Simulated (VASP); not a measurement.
A run of VASP 6.6.1 is set up as follows.

INCAR

```
PREC = Accurate ; ENCUT = 520
EDIFF = 1E-7 ; ISMEAR = -1
SIGMA = 0.05 ; LREAL = F
LASPH = T ; NELM = 100
ALGO = Normal ; ISIF = 2
LWAVE = F ; LCHARG = F
GGA = PS ; NBANDS = 26
```

The input KPOINTS:

```
regular mesh
0
Gamma
  11 11 11
```

The input POSCAR:

```
NbP
1.0
   -1.6749232544      1.6749232544      5.7401081759
    1.6749232544     -1.6749232544      5.7401081759
    1.6749232544      1.6749232544     -5.7401081759
Nb P
2 2
Direct
    0.2498808000      0.7498808000      0.5000000000
    0.4998808000      0.4998808000      0.0000000000
    0.8327477700      0.3327477700      0.5000000000
    0.0827477700      0.0827477700      0.0000000000
```

Potentials or basis: VASP PAW PBE potentials, release 64 (Nb_sv, P).

Run with:

```bash
$ cat potpaw_PBE.64/Nb_sv/POTCAR potpaw_PBE.64/P/POTCAR > POTCAR
$ mpirun -np 1 vasp_std > vasp.out
```

Question: Predict the band gap on the k mesh.

Answer: Zero (filled and empty bands touch).

Question: What does it give for the pressure?

Answer: -6.6 GPa.

Question: What does it give for the largest force?

Answer: 0.017 eV/Å.

Forces in eV/Å, atoms in the order of the input:
```
Nb   0.000  0.000  0.017
Nb   0.000  0.000  0.017
P    0.000  0.000 -0.017
P    0.000  0.000 -0.017
```

Caveat: the PAW data sets were made with another functional, which shifts forces and pressure a little.
